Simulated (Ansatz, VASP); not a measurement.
# Two plane-wave programs on Rh4C3

```xyz
7
Lattice="3.2240 0.0000 0.0000 -1.6120 2.7920 0.0000 -1.6120 0.9307 8.0639" Properties=species:S:1:pos:R:3 pbc="T T T"
Rh   -1.6120    2.7920    3.0965
Rh    1.6120    0.9307    4.9674
Rh   -1.6120    2.7920    7.0882
Rh    1.6120    0.9307    0.9757
C    -1.6120    2.7920    5.2496
C     1.6120    0.9307    2.8143
C     0.0000    0.0000    0.0000
```

Alike in both runs: task single point; functional PBE; k mesh 6 × 6 × 6; no spin polarisation.

|  | VASP | Ansatz |
| --- | --- | --- |
| version | VASP 6.6.1 | Ansatz 0.2.0 |
| potentials or method | VASP PAW PBE potentials, release 64 (Rh_pv, C), cutoff 520 eV | PAW plane waves |
| occupations | tetrahedron | tetrahedron-uncorrected |
| valence electrons in the cell | 72 | 80 |

|  | VASP | Ansatz | Ansatz less VASP |
| --- | --- | --- | --- |
| gap on the k mesh at the Fermi level (eV) | none | none | - |
| rms of the force components (eV/Å) | 0.528 | 0.509 | -0.0195 |

A gap of «none» marks a metal or a gap that the smearing closes. VASP's potentials hold 72 valence electrons a cell and Ansatz's 80, so a difference there can come from the potentials and not from the codes. Ansatz's warnings: band table not solved further.

The k mesh is coarse, so the values compare programs but aren't converged.
